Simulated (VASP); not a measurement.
Si, 2 atoms in the cell. Symmetry: Imma, No. 74, orthorhombic system. The conventional cell has a = 4.367 Å, b = 4.595 Å, c = 2.550 Å, α = 90.00°, β = 90.00°, γ = 90.00°. Within 3.5 Å of Si (site symmetry mm2) lie 18 Si at 2.32 to 3.42 Å.  This cell differs from its parent crystal: equal xx and yy strain of -3 %.

- Program: VASP 6.6.1
- Task: electric field gradients
- Functional: LDA
- Potentials or basis: VASP PAW LDA potentials, release 64 (Si)
- Cutoff: 520 eV
- k mesh: 16 × 16 × 16
- Occupations: fermi-dirac, width 0.05 eV
- Spin: no spin polarisation
- Dipole correction: no
- Further INCAR settings: ALGO = Normal; EDIFF = 1e-08; NBANDS = 11

Potentials or basis: VASP PAW LDA potentials, release 64 (Si).

Command:

```console
$ cat potpaw_LDA.64/Si/POTCAR > POTCAR
$ mpirun -np 1 vasp_std > vasp.out
```

Hardware: 1 thread of AMD EPYC 7R13 Processor (Zen 3), on a shared host.

Q: How long does it take, and how much memory?

A: It took 2.6 min on 1 thread of AMD EPYC 7R13 Processor (Zen 3), with other jobs on the host, peak memory 0.21 GiB. Counts: scf iterations 12, k points 621.
